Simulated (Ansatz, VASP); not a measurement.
## Two plane-wave programs on InSe

```
CELL_PARAMETERS angstrom
2.00000 1.15470 8.44000
-2.00000 1.15470 8.44000
0.00000 -2.30940 8.44000
ATOMIC_POSITIONS crystal
In 0.00000 0.00000 0.00000
In 0.88860 0.88860 0.88860
Se 0.38350 0.38350 0.38350
Se 0.17190 0.17190 0.17190
```

Alike in both runs: task single point; functional r2SCAN; k mesh 6 × 6 × 6; no spin polarisation.

|  | VASP | Ansatz |
| --- | --- | --- |
| version | VASP 6.6.1 | Ansatz 0.2.0 |
| potentials or method | VASP PAW PBE potentials, release 64 (In_d, Se), cutoff 550 eV | plane waves, PAW |
| occupations | gaussian, width 0.01 eV | fixed |
| valence electrons in the cell | 38 | 58 |

|  | VASP | Ansatz | Ansatz less VASP |
| --- | --- | --- | --- |
| gap on the k mesh at the Fermi level (eV) | 0.86 | 0.87 | +0.008 |

VASP's potentials were made for PBE, not for r2SCAN. VASP's potentials hold 38 valence electrons a cell and Ansatz's 58, so a difference there can come from the potentials and not from the codes.
